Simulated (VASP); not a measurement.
# LiBr (Fm-3m) in VASP: further runs, part 2 of 3

VASP 6.6.1. The steps go on from the part before.

## (3) Single point, PBE

File INCAR:

```
SYSTEM = LiBr
ALGO     = Normal         ! electronic algorithm
EDIFF    = 1E-6           ! SCF threshold, eV
ENCUT    = 750            ! plane-wave cutoff, eV
GGA      = PE             ! functional
GGA_COMPAT= .FALSE.      
ISIF     = 2              ! what is computed and relaxed
ISMEAR   = 0              ! smearing method
LASPH    = .TRUE.         ! aspherical terms in the spheres
LCHARG   = .TRUE.         ! write CHGCAR
LELF     = .TRUE.         ! ELF
LREAL    = .FALSE.        ! projectors in reciprocal space
LVHAR    = .TRUE.       
LWAVE    = .FALSE.        ! write WAVECAR
NBANDS   = 12             ! bands
NELM     = 120            ! most SCF steps
PREC     = Accurate       ! precision mode
SIGMA    = 0.01           ! smearing width, eV
```

File KPOINTS:

```
k-points
0
G
  6 6 6
  0 0 0
```

File POSCAR:

```
LiBr
1.0
    0.0000000000      2.7395851561      2.7395851561
    2.7395851561      0.0000000000      2.7395851561
    2.7395851561      2.7395851561      0.0000000000
Li Br
1 1
Direct
    0.0000000000      0.0000000000      0.0000000000
    0.5000000000      0.5000000000      0.5000000000
```

Potentials or basis: VASP PAW PBE potentials, release 64 (Li_sv, Br).

Started as:

```bash
cat potpaw_PBE.64/Li_sv/POTCAR potpaw_PBE.64/Br/POTCAR > POTCAR
mpirun -np 1 vasp_std > vasp.out
```

OUTCAR:

```text
SYSTEM = LiBr
   EDIFF = 1E-6
   ENCUT = 750
   GGA = PE
   ISIF = 2
   ISMEAR = 0
   LASPH = .TRUE.
   LREAL = .FALSE.
   NELM = 120
   PREC = Accurate

 ion  position               nearest neighbor table
   1  0.000  0.000  0.000-
   2  0.500  0.500  0.500-

  LATTYP: Found a face centered cubic cell.
 ALAT       =     5.4791703122

  Lattice vectors:

 A1 = (   0.0000000000,   2.7395851561,   2.7395851561)
 A2 = (   2.7395851561,   0.0000000000,   2.7395851561)
 A3 = (   2.7395851561,   2.7395851561,   0.0000000000)

Analysis of symmetry for initial positions (statically):
=====================================================================
 Subroutine PRICEL returns:
 Original cell was already a primitive cell.

 Routine SETGRP: Setting up the symmetry group for a
 face centered cubic supercell.

 Subroutine GETGRP returns: Found 48 space group operations
 (whereof 48 operations were pure point group operations)
 out of a pool of 48 trial point group operations.

The static configuration has the point symmetry O_h .

Analysis of symmetry for dynamics (positions and initial velocities):
=====================================================================
 Subroutine PRICEL returns:
 Original cell was already a primitive cell.

 Routine SETGRP: Setting up the symmetry group for a
 face centered cubic supercell.

 Subroutine GETGRP returns: Found 48 space group operations
 (whereof 48 operations were pure point group operations)
 out of a pool of 48 trial point group operations.

The dynamic configuration has the point symmetry O_h .

 Subroutine INISYM returns: Found 48 space group operations
 (whereof 48 operations are pure point group operations),
 and found     1 'primitive' translations

----------------------------------------------------------------------------------------

                                     Primitive cell

  volume of cell :      41.1230

  direct lattice vectors                    reciprocal lattice vectors
     0.000000000  2.739585156  2.739585156    -0.182509384  0.182509384  0.182509384
     2.739585156  0.000000000  2.739585156     0.182509384 -0.182509384  0.182509384
     2.739585156  2.739585156  0.000000000     0.182509384  0.182509384 -0.182509384

  length of vectors
     3.874358483  3.874358483  3.874358483     0.316115526  0.316115526  0.316115526

  position of ions in fractional coordinates (direct lattice)
     0.000000000  0.000000000  0.000000000
     0.500000000  0.500000000  0.500000000

  ion indices of the primitive-cell ions
   primitive index   ion index
                 1           1
                 2           2

----------------------------------------------------------------------------------------

 KPOINTS: k-points

Automatic generation of k-mesh.
 Grid dimensions read from file:
 generate k-points for:    6    6    6

 Generating k-lattice:

  Cartesian coordinates                     Fractional coordinates (reciprocal lattice)
    -0.030418231  0.030418231  0.030418231     0.166666667  0.000000000  0.000000000
     0.030418231 -0.030418231  0.030418231     0.000000000  0.166666667  0.000000000
     0.030418231  0.030418231 -0.030418231     0.000000000  0.000000000  0.166666667

  Length of vectors
     0.052685921  0.052685921  0.052685921

  Shift w.r.t. Gamma in fractional coordinates (k-lattice)
     0.000000000  0.000000000  0.000000000

 Subroutine IBZKPT returns following result:
 ===========================================

 Found     16 irreducible k-points:

 Following reciprocal coordinates:
            Coordinates               Weight
  0.000000  0.000000  0.000000      1.000000
  0.166667  0.000000  0.000000      8.000000
  0.333333  0.000000  0.000000      8.000000
  0.500000  0.000000  0.000000      4.000000
  0.166667  0.166667  0.000000      6.000000
  0.333333  0.166667  0.000000     24.000000
[... 8 lines left out ...]
 -0.333333  0.333333  0.166667     24.000000
 -0.333333  0.500000  0.166667     12.000000
   k-points           NKPTS =     16   k-points in BZ     NKDIM =     16   number of bands    NBANDS=     12
   number of dos      NEDOS =    301   number of ions     NIONS =      2
   total plane-waves  NPLWV =  46656
   dimension x,y,z NGX =    36 NGY =   36 NGZ =   36
   dimension x,y,z NGXF=    72 NGYF=   72 NGZF=   72
   ions per type =               1   1
   NGX,Y,Z   is equivalent  to a cutoff of  15.45, 15.45, 15.45 a.u.
   NGXF,Y,Z  is equivalent  to a cutoff of  30.89, 30.89, 30.89 a.u.
 SYSTEM =  LiBr
   PREC   = accura    normal or accurate (medium, high low for compatibility)
   ISTART =      0    job   : 0-new  1-cont  2-samecut
   ICHARG =      2    charge: 1-file 2-atom 10-const
   ISPIN  =      1    spin polarized calculation?
   LNONCOLLINEAR =      F non collinear calculations
   LSORBIT =      F    spin-orbit coupling
   LASPH  =      T    aspherical Exc in radial PAW
   ENCUT  =  750.0 eV  55.12 Ry    7.42 a.u.   8.65  8.65  8.65*2*pi/ulx,y,z
   NELM   =    120;   NELMIN=  2; NELMDL= -5     # of ELM steps
   EDIFF  = 0.1E-05   stopping-criterion for ELM
   LREAL  =      F    real-space projection
   EDIFFG = 0.1E-04   stopping-criterion for IOM
   NSW    =      0    number of steps for IOM
   IBRION =     -1    ionic relax: 0-MD 1-quasi-New 2-CG
   NFREE  =      0    steps in history (QN), initial steepest desc. (CG)
   ISIF   =      2    stress and relaxation
   ISYM   =      2    0-nonsym 1-usesym 2-fastsym
   POTIM  = 0.5000    time-step for ionic-motion
   TEBEG  =    0.0;   TEEND  =   0.0 temperature during run
   PSTRESS=    0.0 pullay stress
   NELECT =      10.0000    total number of electrons
   NUPDOWN=      -1.0000    fix difference up-down
   EMIN   =  10.00;   EMAX   =-10.00  energy-range for DOS
   EFERMI =   0.00;   METHOD = LEGACY
   ISMEAR =     0;   SIGMA  =   0.01  broadening in eV -4-tet -1-fermi 0-gaus
   EFERMI_NEDOS =   21; number of points for ismear=-14 and -15
   IALGO  =     38    algorithm
   IMIX   =      4    mixing-type and parameters
     AMIX     =   0.40;   BMIX     =  1.00
     AMIX_MAG =   1.60;   BMIX_MAG =  1.00
  volume/ion in A,a.u.               =      20.56       138.76
  Fermi-wavevector in a.u.,A,eV,Ry     =   1.021833  1.930985 14.206430  1.044143
  Thomas-Fermi vector in A             =   2.155480
   LORBIT       =      0    0 simple, 1 ext, 2 COOP (PROOUT), +10 PAW based schemes
   GGA     = PE    functional components
   LHFCALC =     F    Hartree Fock is set to
   AEXX    =    0.0000 exact exchange contribution
   IVDW    =     0    specifies the selected vdW correction
   LEPSILON=     F    determine dielectric tensor
   LRPA    =     F    only Hartree local field effects (RPA)
 non-spin polarized calculation
 Gauss-broadening in eV      SIGMA  =   0.01
  energy-cutoff  :      750.00
  volume of cell :       41.12
 maximum number of plane-waves:      1936
 NGX is ok and might be reduce to    36
   NGX = 17   NGY = 17   NGZ = 17

 number of electron      10.0000001 magnetization

 Free energy of the ion-electron system (eV)
  ---------------------------------------------------
  ext. energy  EPLUGINS =         0.00000000
  ---------------------------------------------------
  free energy    TOTEN  =        -6.64022793 eV

  energy without entropy =       -6.64022793  energy(sigma->0) =       -6.64022793

 E-fermi :   0.4875     XC(G=0):  -8.4757

 val. band max:        0.3960826586   @ k =   0.0000   0.0000   0.0000
 cond. band min:       5.3904834677   @ k =   0.0000   0.0000   0.0000
 fundamental gap:      4.9944008090
 Fermi energy:         0.4875239394

 k-point     1 :       0.0000    0.0000    0.0000
  band No.  band energies     occupation
      1     -43.9836      2.00000
      2     -13.0771      2.00000
      3       0.3961      2.00000
      4       0.3961      2.00000
      5       0.3961      2.00000
      6       5.3905      0.00000
      7      10.9060      0.00000
      8      10.9060      0.00000
      9      10.9060      0.00000
     10      12.6904      0.00000
     11      12.6904      0.00000
     12      12.6904      0.00000
[... 211 lines left out ...]
 k-point    16 :      -0.3333    0.5000    0.1667
  band No.  band energies     occupation
      1     -43.9822      2.00000
      2     -12.3977      2.00000
      3      -2.1840      2.00000
      4      -1.3227      2.00000
      5      -0.7641      2.00000
      6       7.5736      0.00000
      7       8.7174      0.00000
      8      10.2226      0.00000
      9      11.0044      0.00000
     10      13.5758      0.00000
     11      15.7297      0.00000
     12      17.7384      0.00000

------------------------ aborting loop because EDIFF is reached ----------------------------------------

  FORCE on cell =-STRESS in cart. coord.  units (eV):
  Direction    XX          YY          ZZ          XY          YZ          ZX
  --------------------------------------------------------------------------------------
  -------------------------------------------------------------------------------------
  Total        0.1072220      0.1072220      0.1072220      0.0000000     -0.0000000      0.0000000
  in kB        4.1774368      4.1774368      4.1774368      0.0000000     -0.0000000      0.0000000
  external PRESSURE =       4.1774368 kB  Pullay stress =       0.0000000 kB

 VOLUME and BASIS-vectors are now :
 -----------------------------------------------------------------------------
  energy-cutoff  :      750.00
  volume of cell :       41.12
      direct lattice vectors                 reciprocal lattice vectors
     0.000000000  2.739585156  2.739585156    -0.182509384  0.182509384  0.182509384
     2.739585156  0.000000000  2.739585156     0.182509384 -0.182509384  0.182509384
     2.739585156  2.739585156  0.000000000     0.182509384  0.182509384 -0.182509384

 POSITION                                       TOTAL-FORCE (eV/Angst)
 -----------------------------------------------------------------------------------
      0.00000      0.00000      0.00000         0.000000      0.000000     -0.000000
      2.73959      2.73959      2.73959        -0.000000     -0.000000      0.000000
 -----------------------------------------------------------------------------------
    total drift:                                0.000000      0.000000      0.000000

  FREE ENERGIE OF THE ION-ELECTRON SYSTEM (eV)
  ---------------------------------------------------
  free  energy   TOTEN  =        -6.6402279317 eV

  energy  without entropy=       -6.6402279317  energy(sigma->0) =       -6.64022793
```

Wall time 20 s (1 thread of Intel Xeon Platinum 8175M at 2.50GHz (Skylake/Cascade Lake), shared host); peak memory 0.2 GiB.

What came out:

| Quantity | Value |
| --- | --- |
| Free energy | -6.6402 eV |
| Pressure | 0.4 GPa |
| Band gap on the k mesh | 4.99 eV |

Levels at points of the mesh, in eV from the valence-band top:
| k point | band 2 | band 3 | band 4 | band 5 | band 6 | band 7 | band 8 | band 9 |
| --- | --- | --- | --- | --- | --- | --- | --- | --- |
| (0.00, 0.00, 0.00) | -13.47 | 0.00 | 0.00 | 0.00 | 4.99 | 10.51 | 10.51 | 10.51 |
| (0.50, 0.00, 0.00) | -12.99 | -2.93 | -0.27 | -0.27 | 5.63 | 8.11 | 8.11 | 11.87 |
| (0.50, 0.50, 0.00) | -12.79 | -2.93 | -1.16 | -1.16 | 6.26 | 7.09 | 11.72 | 12.52 |

(Part 2 of 3 ends here.)
